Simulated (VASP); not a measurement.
# Sr (P6_3/mmc) in VASP: notebook

The runs below take Sr through single point, with LDA.

All numbers are computed with VASP 6.6.1; they aren't measurements. Logs are shortened: lines on timing, memory, paths and dates and some standing lists are left out, and cuts for length are marked.

## (1) The cell of the first run

The structure is hexagonal, space group P6_3/mmc (No. 194). The conventional cell has a = 4.310 Å, b = 4.310 Å, c = 7.050 Å, α = 90.00°, β = 90.00°, γ = 120.00°. Sr (site symmetry -6m2) has 12 Sr at 4.31 Å within 5.7 Å.

## (2) Single point, LDA

INCAR

```
ALGO = Normal
EDIFF = 1E-6
ENCUT = 520
ISIF = 2
ISMEAR = 0
LASPH = True
LCHARG = False
LREAL = False
LWAVE = False
NBANDS = 17
NELM = 100
PREC = Accurate
SIGMA = 0.15
```

KPOINTS

```
k-points
0
Gamma
  15 15 8
```

POSCAR

```
Sr
1.0
    4.3100002207      0.0000000000      0.0000000000
   -2.1550001104      3.7325696814      0.0000000000
    0.0000000000      0.0000000000      7.0500000000
Sr
2
Direct
    0.3333333333      0.6666666667      0.2500000000
    0.6666666667      0.3333333333      0.7500000000
```

Potentials or basis: VASP PAW LDA potentials, release 64 (Sr_sv).

Launch:

```console
$ cat potpaw_LDA.64/Sr_sv/POTCAR > POTCAR
$ mpirun -np 1 vasp_std > vasp.out
```

OUTCAR:

```text
EDIFF = 1E-6
   ENCUT = 520
   ISIF = 2
   ISMEAR = 0
   LASPH = True
   LREAL = False
   NELM = 100
   PREC = Accurate

 ion  position               nearest neighbor table
   1  0.333  0.667  0.250-   2 4.31   2 4.31   2 4.31   2 4.31   2 4.31   2 4.31
   2  0.667  0.333  0.750-   1 4.31   1 4.31   1 4.31   1 4.31   1 4.31   1 4.31

  LATTYP: Found a hexagonal cell.
 ALAT       =     4.3100002207
 C/A-ratio  =     1.6357307747

  Lattice vectors:

 A1 = (   4.3100002207,   0.0000000000,   0.0000000000)
 A2 = (  -2.1550001104,   3.7325696814,   0.0000000000)
 A3 = (   0.0000000000,   0.0000000000,   7.0500000000)

Analysis of symmetry for initial positions (statically):
=====================================================================
 Subroutine PRICEL returns:
 Original cell was already a primitive cell.

 Routine SETGRP: Setting up the symmetry group for a
 hexagonal supercell.

 Subroutine GETGRP returns: Found 24 space group operations
 (whereof 12 operations were pure point group operations)
 out of a pool of 24 trial point group operations.

The static configuration has the point symmetry D_3d.
 The point group associated with its full space group is D_6h.

Analysis of symmetry for dynamics (positions and initial velocities):
=====================================================================
 Subroutine PRICEL returns:
 Original cell was already a primitive cell.

 Routine SETGRP: Setting up the symmetry group for a
 hexagonal supercell.

 Subroutine GETGRP returns: Found 24 space group operations
 (whereof 12 operations were pure point group operations)
 out of a pool of 24 trial point group operations.

The dynamic configuration has the point symmetry D_3d.
 The point group associated with its full space group is D_6h.

 Subroutine INISYM returns: Found 24 space group operations
 (whereof 12 operations are pure point group operations),
 and found     1 'primitive' translations

----------------------------------------------------------------------------------------

                                     Primitive cell

  volume of cell :     113.4160

  direct lattice vectors                    reciprocal lattice vectors
     4.310000221  0.000000000  0.000000000     0.232018550  0.133955972  0.000000000
    -2.155000110  3.732569681  0.000000000     0.000000000  0.267911944  0.000000000
     0.000000000  0.000000000  7.050000000     0.000000000  0.000000000  0.141843972

  length of vectors
     4.310000221  4.310000221  7.050000000     0.267911944  0.267911944  0.141843972

  position of ions in fractional coordinates (direct lattice)
     0.333333333  0.666666667  0.250000000
     0.666666667  0.333333333  0.750000000

  ion indices of the primitive-cell ions
   primitive index   ion index
                 1           1
                 2           2

----------------------------------------------------------------------------------------

 KPOINTS: k-points

Automatic generation of k-mesh.
 Grid dimensions read from file:
 generate k-points for:   15   15    8

 Generating k-lattice:

  Cartesian coordinates                     Fractional coordinates (reciprocal lattice)
     0.015467903  0.008930398  0.000000000     0.066666667  0.000000000  0.000000000
     0.000000000  0.017860796  0.000000000     0.000000000  0.066666667  0.000000000
     0.000000000  0.000000000  0.017730496     0.000000000  0.000000000  0.125000000

  Length of vectors
     0.017860796  0.017860796  0.017730496

  Shift w.r.t. Gamma in fractional coordinates (k-lattice)
     0.000000000  0.000000000  0.000000000

 Subroutine IBZKPT returns following result:
 ===========================================

 Found    135 irreducible k-points:

 Following reciprocal coordinates:
            Coordinates               Weight
  0.000000  0.000000  0.000000      1.000000
  0.066667  0.000000  0.000000      6.000000
  0.133333  0.000000  0.000000      6.000000
  0.200000 -0.000000  0.000000      6.000000
  0.266667  0.000000  0.000000      6.000000
  0.333333 -0.000000  0.000000      6.000000
[... 16 lines left out ...]
  0.333333  0.200000  0.000000     12.000000
  0.400000  0.200000  0.000000      6.000000
 [... further k-points ...]
   k-points           NKPTS =    135   k-points in BZ     NKDIM =    135   number of bands    NBANDS=     17
   number of dos      NEDOS =    301   number of ions     NIONS =      2
   total plane-waves  NPLWV =  55296
   dimension x,y,z NGX =    32 NGY =   32 NGZ =   54
   dimension x,y,z NGXF=    64 NGYF=   64 NGZF=  108
   ions per type =               2
   NGX,Y,Z   is equivalent  to a cutoff of  12.34, 12.34, 12.73 a.u.
   NGXF,Y,Z  is equivalent  to a cutoff of  24.69, 24.69, 25.47 a.u.
 SYSTEM =  unknown system
   PREC   = accura    normal or accurate (medium, high low for compatibility)
   ISTART =      0    job   : 0-new  1-cont  2-samecut
   ICHARG =      2    charge: 1-file 2-atom 10-const
   ISPIN  =      1    spin polarized calculation?
   LNONCOLLINEAR =      F non collinear calculations
   LSORBIT =      F    spin-orbit coupling
   LASPH  =      T    aspherical Exc in radial PAW
   ENCUT  =  520.0 eV  38.22 Ry    6.18 a.u.   8.01  8.01 13.11*2*pi/ulx,y,z
   NELM   =    100;   NELMIN=  2; NELMDL= -5     # of ELM steps
   EDIFF  = 0.1E-05   stopping-criterion for ELM
   LREAL  =      F    real-space projection
   EDIFFG = 0.1E-04   stopping-criterion for IOM
   NSW    =      0    number of steps for IOM
   IBRION =     -1    ionic relax: 0-MD 1-quasi-New 2-CG
   NFREE  =      0    steps in history (QN), initial steepest desc. (CG)
   ISIF   =      2    stress and relaxation
   ISYM   =      2    0-nonsym 1-usesym 2-fastsym
   POTIM  = 0.5000    time-step for ionic-motion
   TEBEG  =    0.0;   TEEND  =   0.0 temperature during run
   PSTRESS=    0.0 pullay stress
   NELECT =      20.0000    total number of electrons
   NUPDOWN=      -1.0000    fix difference up-down
   EMIN   =  10.00;   EMAX   =-10.00  energy-range for DOS
   EFERMI =   0.00;   METHOD = LEGACY
   ISMEAR =     0;   SIGMA  =   0.15  broadening in eV -4-tet -1-fermi 0-gaus
   EFERMI_NEDOS =   21; number of points for ismear=-14 and -15
   IALGO  =     38    algorithm
   IMIX   =      4    mixing-type and parameters
     AMIX     =   0.40;   BMIX     =  1.00
     AMIX_MAG =   1.60;   BMIX_MAG =  1.00
  volume/ion in A,a.u.               =      56.71       382.68
  Fermi-wavevector in a.u.,A,eV,Ry     =   0.918037  1.734838 11.466873  0.842791
  Thomas-Fermi vector in A             =   2.043073
   LORBIT       =      0    0 simple, 1 ext, 2 COOP (PROOUT), +10 PAW based schemes
   GGA     = CA    functional components
   LHFCALC =     F    Hartree Fock is set to
   AEXX    =    0.0000 exact exchange contribution
   IVDW    =     0    specifies the selected vdW correction
   LEPSILON=     F    determine dielectric tensor
   LRPA    =     F    only Hartree local field effects (RPA)
 non-spin polarized calculation
 Gauss-broadening in eV      SIGMA  =   0.15
  energy-cutoff  :      520.00
  volume of cell :      113.42
 maximum number of plane-waves:      3090
   NGX = 17   NGY = 17   NGZ = 27

 number of electron      20.0000000 magnetization

 Free energy of the ion-electron system (eV)
  ---------------------------------------------------
  ext. energy  EPLUGINS =         0.00000000
  ---------------------------------------------------
  free energy    TOTEN  =        -3.71027691 eV

  energy without entropy =       -3.68270866  energy(sigma->0) =       -3.69649278

 E-fermi :   1.3383     XC(G=0):  -7.4614

 val. band max:        1.3146878321   @ k =   0.3333  -0.0000   0.0000
 cond. band min:       1.3512556003   @ k =   0.2667   0.0000   0.0000
 fundamental gap:      0.0365677683
 Fermi energy:         1.3383349110

 k-point     1 :       0.0000    0.0000    0.0000
  band No.  band energies     occupation
      1     -35.1986      2.00000
      2     -35.1863      2.00000
      3     -17.3651      2.00000
      4     -17.2122      2.00000
      5     -17.2122      2.00000
      6     -17.1874      2.00000
[... 9 lines left out ...]
     16       3.8779      0.00000
     17       4.3729      0.00000

 k-point     2 :       0.0667    0.0000    0.0000
  band No.  band energies     occupation
      1     -35.1981      2.00000
      2     -35.1861      2.00000
      3     -17.3625      2.00000
      4     -17.2182      2.00000
      5     -17.2141      2.00000
      6     -17.1936      2.00000
[... 9 lines left out ...]
     16       3.9364      0.00000
     17       4.2665      0.00000

 k-point     3 :       0.1333    0.0000    0.0000
  band No.  band energies     occupation
      1     -35.1968      2.00000
      2     -35.1854      2.00000
      3     -17.3551      2.00000
      4     -17.2350      2.00000
      5     -17.2194      2.00000
      6     -17.2110      2.00000
[... 9 lines left out ...]
     16       3.9709      0.00000
     17       4.1328      0.00000

 k-point     4 :       0.2000   -0.0000    0.0000
  band No.  band energies     occupation
      1     -35.1947      2.00000
      2     -35.1845      2.00000
      3     -17.3435      2.00000
      4     -17.2600      2.00000
      5     -17.2362      2.00000
      6     -17.2270      2.00000
[... 9 lines left out ...]
     16       3.9979      0.00000
     17       4.0571      0.00000

 k-point     5 :       0.2667    0.0000    0.0000
  band No.  band energies     occupation
      1     -35.1923      2.00000
      2     -35.1835      2.00000
      3     -17.3289      2.00000
      4     -17.2887      2.00000
      5     -17.2644      2.00000
      6     -17.2355      2.00000
[... 9 lines left out ...]
     16       4.3346      0.00000
     17       4.3732      0.00000

 k-point     6 :       0.3333   -0.0000    0.0000
  band No.  band energies     occupation
      1     -35.1898      2.00000
      2     -35.1827      2.00000
      3     -17.3163      2.00000
      4     -17.3130      2.00000
      5     -17.2909      2.00000
      6     -17.2435      2.00000
[... 9 lines left out ...]
     16       4.6577      0.00000
     17       4.8377      0.00000

 k-point     7 :       0.4000    0.0000    0.0000
  band No.  band energies     occupation
      1     -35.1877      2.00000
      2     -35.1822      2.00000
      3     -17.3378      2.00000
      4     -17.3113      2.00000
      5     -17.2979      2.00000
      6     -17.2496      2.00000
[... 9 lines left out ...]
     16       5.0061      0.00000
     17       5.3793      0.00000

 k-point     8 :       0.4667   -0.0000    0.0000
  band No.  band energies     occupation
      1     -35.1864      2.00000
      2     -35.1821      2.00000
      3     -17.3497      2.00000
      4     -17.3223      2.00000
      5     -17.2876      2.00000
      6     -17.2530      2.00000
[... 9 lines left out ...]
     16       5.3624      0.00000
     17       5.9073      0.00000
[... 203 lines left out ...]
      1     -35.1869      2.00000
      2     -35.1821      2.00000
      3     -17.3323      2.00000
      4     -17.3091      2.00000
      5     -17.2925      2.00000
      6     -17.2597      2.00000
[... 9 lines left out ...]
     16       4.7758      0.00000
     17       5.1308      0.00000

 k-point    20 :       0.4000    0.1333    0.0000
  band No.  band energies     occupation
      1     -35.1857      2.00000
      2     -35.1821      2.00000
      3     -17.3427      2.00000
      4     -17.3160      2.00000
      5     -17.2820      2.00000
      6     -17.2654      2.00000
[... 9 lines left out ...]
     16       5.0287      0.00000
     17       5.3036      0.00000

 k-point    21 :       0.2000    0.2000    0.0000
  band No.  band energies     occupation
      1     -35.1891      2.00000
      2     -35.1825      2.00000
      3     -17.3087      2.00000
      4     -17.3017      2.00000
      5     -17.3000      2.00000
      6     -17.2480      2.00000
[... 9 lines left out ...]
     16       4.4919      0.00000
     17       4.8112      0.00000

 k-point    22 :       0.2667    0.2000    0.0000
  band No.  band energies     occupation
      1     -35.1871      2.00000
      2     -35.1822      2.00000
      3     -17.3198      2.00000
      4     -17.3072      2.00000
      5     -17.2937      2.00000
      6     -17.2615      2.00000
[... 9 lines left out ...]
     16       4.6949      0.00000
     17       4.8392      0.00000

 k-point    23 :       0.3333    0.2000    0.0000
  band No.  band energies     occupation
      1     -35.1855      2.00000
      2     -35.1821      2.00000
      3     -17.3318      2.00000
      4     -17.3094      2.00000
      5     -17.2801      2.00000
      6     -17.2738      2.00000
[... 9 lines left out ...]
     16       4.6921      0.00000
     17       5.0734      0.00000

 k-point    24 :       0.4000    0.2000    0.0000
  band No.  band energies     occupation
      1     -35.1848      2.00000
      2     -35.1823      2.00000
      3     -17.3360      2.00000
      4     -17.3092      2.00000
      5     -17.2793      2.00000
      6     -17.2736      2.00000
[... 9 lines left out ...]
     16       4.7826      0.00000
     17       5.0946      0.00000

 [... further k-points ...]
[... 5 lines left out ...]
  --------------------------------------------------------------------------------------
  -------------------------------------------------------------------------------------
  Total       -1.1108547     -1.1108547     -1.1034578      0.0000000      0.0000000     -0.0000000
  in kB      -15.6925492    -15.6925492    -15.5880561      0.0000000      0.0000000     -0.0000000
  external PRESSURE =     -15.6577182 kB  Pullay stress =       0.0000000 kB

 VOLUME and BASIS-vectors are now :
 -----------------------------------------------------------------------------
  energy-cutoff  :      520.00
  volume of cell :      113.42
      direct lattice vectors                 reciprocal lattice vectors
     4.310000221  0.000000000  0.000000000     0.232018550  0.133955972  0.000000000
    -2.155000110  3.732569681  0.000000000     0.000000000  0.267911944  0.000000000
     0.000000000  0.000000000  7.050000000     0.000000000  0.000000000  0.141843972

 POSITION                                       TOTAL-FORCE (eV/Angst)
 -----------------------------------------------------------------------------------
     -0.00000      2.48838      1.76250         0.000000     -0.000000      0.000000
      2.15500      1.24419      5.28750        -0.000000      0.000000      0.000000
 -----------------------------------------------------------------------------------
    total drift:                               -0.000000      0.000000     -0.000000

  FREE ENERGIE OF THE ION-ELECTRON SYSTEM (eV)
  ---------------------------------------------------
  free  energy   TOTEN  =        -3.7102769073 eV

  energy  without entropy=       -3.6827086603  energy(sigma->0) =       -3.69649278
```

Wall time 1.9 min (1 thread of AMD EPYC 9R14 (Zen 4), shared host); peak memory 0.31 GiB.

What came out:

| Quantity | Value |
| --- | --- |
| Free energy | -3.7103 eV |
| Pressure | -1.6 GPa |
| Band gap on the k mesh | zero (band 10 reaches 1.46 eV, above the bottom of band 11 at 1.24 eV) |

Levels at points of the mesh, in eV from the Fermi level:
| k point | band 7 | band 8 | band 9 | band 10 | band 11 | band 12 | band 13 | band 14 |
| --- | --- | --- | --- | --- | --- | --- | --- | --- |
| (0.00, 0.00, 0.00) | -18.53 | -18.52 | -3.64 | -1.19 | 0.07 | 2.15 | 2.16 | 2.16 |
| (0.00, 0.00, 0.50) | -18.54 | -18.54 | -2.72 | -2.72 | 1.19 | 1.19 | 2.15 | 2.15 |

## (3) Single point, LDA

INCAR

```
SYSTEM = Sr
PREC = Accurate ; ENCUT = 520
EDIFF = 1E-7 ; ISMEAR = 0
SIGMA = 0.15 ; LREAL = .FALSE.
LASPH = .TRUE. ; NELM = 100
ALGO = Normal ; ISIF = 2
LWAVE = .FALSE. ; LCHARG = .FALSE.
NBANDS = 17
```

KPOINTS

```
regular mesh
0
G
  15 15 8
  0 0 0
```

POSCAR is that of step 2.

Potentials or basis: VASP PAW LDA potentials, release 64 (Sr_sv).

Launch:

```console
$ cat potpaw_LDA.64/Sr_sv/POTCAR > POTCAR
$ mpirun -np 1 vasp_std > vasp.out
```

OUTCAR:

```text
SYSTEM = Sr
   PREC = Accurate
   ENCUT = 520
   EDIFF = 1E-7
   ISMEAR = 0
   LREAL = .FALSE.
   LASPH = .TRUE.
   NELM = 100
   ISIF = 2

 ion  position               nearest neighbor table
   1  0.333  0.667  0.250-   2 4.31   2 4.31   2 4.31   2 4.31   2 4.31   2 4.31
   2  0.667  0.333  0.750-   1 4.31   1 4.31   1 4.31   1 4.31   1 4.31   1 4.31

  LATTYP: Found a hexagonal cell.
 ALAT       =     4.3100002207
 C/A-ratio  =     1.6357307747

  Lattice vectors:

 A1 = (   4.3100002207,   0.0000000000,   0.0000000000)
 A2 = (  -2.1550001104,   3.7325696814,   0.0000000000)
 A3 = (   0.0000000000,   0.0000000000,   7.0500000000)

Analysis of symmetry for initial positions (statically):
[... 660 lines left out ...]
     17       5.0943      0.00000

 [... further k-points ...]
[... 5 lines left out ...]
  --------------------------------------------------------------------------------------
  -------------------------------------------------------------------------------------
  Total       -1.1096341     -1.1096341     -1.1022925      0.0000000      0.0000000     -0.0000000
  in kB      -15.6753069    -15.6753069    -15.5715950      0.0000000      0.0000000     -0.0000000
  external PRESSURE =     -15.6407363 kB  Pullay stress =       0.0000000 kB

 VOLUME and BASIS-vectors are now :
 -----------------------------------------------------------------------------
  energy-cutoff  :      520.00
  volume of cell :      113.42
      direct lattice vectors                 reciprocal lattice vectors
     4.310000221  0.000000000  0.000000000     0.232018550  0.133955972  0.000000000
    -2.155000110  3.732569681  0.000000000     0.000000000  0.267911944  0.000000000
     0.000000000  0.000000000  7.050000000     0.000000000  0.000000000  0.141843972

 POSITION                                       TOTAL-FORCE (eV/Angst)
 -----------------------------------------------------------------------------------
     -0.00000      2.48838      1.76250        -0.000000      0.000000      0.000000
      2.15500      1.24419      5.28750         0.000000     -0.000000      0.000000
 -----------------------------------------------------------------------------------
    total drift:                               -0.000000      0.000000     -0.000000

  FREE ENERGIE OF THE ION-ELECTRON SYSTEM (eV)
  ---------------------------------------------------
  free  energy   TOTEN  =        -3.7102770385 eV

  energy  without entropy=       -3.6827052195  energy(sigma->0) =       -3.69649113
```

OSZICAR:

```text
N       E                     dE             d eps       ncg     rms          rms(c)
DAV:   1     0.108943951238E+03    0.10894E+03   -0.93264E+03  4590   0.986E+02
DAV:   2     0.469030463998E+01   -0.10425E+03   -0.10272E+03  5934   0.233E+02
DAV:   3    -0.351984013308E+01   -0.82101E+01   -0.81868E+01  8410   0.462E+01
DAV:   4    -0.370896800912E+01   -0.18913E+00   -0.18888E+00  6200   0.657E+00
DAV:   5    -0.371408614066E+01   -0.51181E-02   -0.51168E-02  7602   0.793E-01    0.155E+01
DAV:   6    -0.371188951863E+01    0.21966E-02   -0.13093E-02  6086   0.124E+00    0.868E+00
DAV:   7    -0.371025806669E+01    0.16315E-02   -0.21380E-02  5523   0.154E+00    0.430E-01
DAV:   8    -0.371021685353E+01    0.41213E-04   -0.34886E-03  8253   0.285E-01    0.150E-01
DAV:   9    -0.371026199851E+01   -0.45145E-04   -0.10856E-04  6470   0.526E-02    0.476E-02
DAV:  10    -0.371027654859E+01   -0.14550E-04   -0.16096E-05  6222   0.302E-02    0.107E-02
DAV:  11    -0.371027692233E+01   -0.37373E-06   -0.74743E-07  7287   0.541E-03    0.194E-03
DAV:  12    -0.371027703503E+01   -0.11271E-06   -0.24624E-07  5023   0.250E-03    0.116E-03
DAV:  13    -0.371027703848E+01   -0.34479E-08   -0.20372E-08  3938   0.873E-04
   1 F= -.37102770E+01 E0= -.36964911E+01  d E =-.275718E-01
```

Wall time 2.1 min (1 thread of AMD EPYC 9R14 (Zen 4), shared host); peak memory 0.31 GiB.

What came out:

```
Free energy            : -3.7103 eV
Pressure               : -1.6 GPa
Band gap on the k mesh : zero (band 10 reaches 1.46 eV, above the bottom of band 11 at 1.24 eV)
```
